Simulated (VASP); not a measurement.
Here is a VASP 6.6.1 calculation.

File INCAR:

```
PREC = Accurate
ENCUT = 520
EDIFF = 1E-7
ISMEAR = -1
SIGMA = 0.1
LREAL = F
LASPH = T
NELM = 60
ALGO = Normal
ISIF = 2
LWAVE = F
LCHARG = F
GGA = PE
NBANDS = 14
```

KPOINTS

```
Automatic mesh
0
Gamma
  15 15 15
```

POSCAR

```
SiNi
1.0
    2.7203070949      0.0000000000      0.0000000000
    0.0000000000      2.7203070949      0.0000000000
    0.0000000000      0.0000000000      2.7203070949
Ni Si
1 1
Direct
    0.0000000000      0.0000000000      0.0000000000
    0.5000000000      0.5000000000      0.5000000000
```

Potentials or basis: VASP PAW PBE potentials, release 64 (Ni, Si).

Run with:

```sh
$ cat potpaw_PBE.64/Ni/POTCAR potpaw_PBE.64/Si/POTCAR > POTCAR
$ mpirun -np 1 vasp_std > vasp.out
```

What does it give for the pressure?

30.0 GPa.

Estimate the band gap on the k mesh.

zero (band 7 reaches 16.73 eV, above the bottom of band 8 at 13.58 eV).

 Spin polarisation is off, so any magnetic state and its effect on volume and gap are missing.
